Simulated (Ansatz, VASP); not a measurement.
**Na2Cl3 in VASP and in Ansatz**

```xyz
5
Lattice="4.5891 0.0000 0.0000 0.0000 4.5891 0.0000 0.0000 0.0000 8.5261" Properties=species:S:1:pos:R:3 pbc="T T T"
Na    0.0000    0.0000    5.9559
Na    0.0000    0.0000    2.5703
Cl    0.0000    0.0000    0.0000
Cl    0.0000    2.2945    4.2631
Cl    2.2945    0.0000    4.2631
```

Alike in both runs: task relaxation of cell and atoms; functional PBE; k mesh 8 × 8 × 6; occupations gaussian, width 0.1 eV; no spin polarisation.

|  | VASP | Ansatz |
| --- | --- | --- |
| version | VASP 6.6.1 | Ansatz 0.2.0 |
| potentials or method | VASP PAW PBE potentials, release 64 (Na_pv, Cl), cutoff 600 eV | scalar-relativistic, plane waves, PAW |
| valence electrons in the cell | 35 | 39 |

Ansatz gave:

- gap on the k mesh at the Fermi level, each at its own relaxed structure (eV): none
- relaxed volume (Å³/atom): 36.30
- relaxed cell length with the largest relative difference (Å): 8.541

**Question.** What did VASP give for the same quantities?

**Answer.** gap on the k mesh at the Fermi level, each at its own relaxed structure (eV): none; relaxed volume (Å³/atom): 36.29; relaxed cell length with the largest relative difference (Å): 8.550.

A gap of «none» marks a metal or a gap that the smearing closes. VASP's potentials hold 35 valence electrons a cell and Ansatz's 39, so a difference there can come from the potentials and not from the codes. Ansatz's warnings: xc potential rough in thin density.
